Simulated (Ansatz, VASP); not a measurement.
# Two plane-wave programs on Ir

```xyz
3
Lattice="4.3161 0.0000 0.0000 -2.1581 3.7379 0.0000 0.0000 0.0000 2.6936" Properties=species:S:1:pos:R:3 pbc="T T T"
Ir    0.0000    0.0000    0.0000
Ir    0.0000    2.4919    1.3468
Ir    2.1581    1.2460    1.3468
```

Alike in both runs: functional PBEsol; k mesh 6 × 6 × 6; occupations gaussian, width 0.1 eV; no spin polarisation.

Ansatz relaxed the structure, and its values are those at the end. VASP's run is a single point on that final structure, the one shown.

|  | VASP | Ansatz |
| --- | --- | --- |
| version | VASP 6.6.1 | Ansatz 0.2.0 |
| potentials or method | VASP PAW PBE potentials, release 64 (Ir), cutoff 520 eV | scalar-relativistic, plane waves, PAW |
| valence electrons in the cell | 27 | 51 |

Ansatz gave:

| Quantity | Value |
| --- | --- |
| gap on the k mesh at the Fermi level (eV) | none |
| pressure (GPa) | 0.2 |

**Question.** Which values does VASP return?

**Answer.** gap on the k mesh at the Fermi level (eV): none; pressure (GPa): 1.0.

VASP's potentials were made for PBE, not for PBEsol. A gap of «none» marks a metal or a gap that the smearing closes. VASP's potentials hold 27 valence electrons a cell and Ansatz's 51, so a difference there can come from the potentials and not from the codes.

The k mesh is coarse, so the values compare programs but aren't converged. Spin-orbit coupling is off throughout.
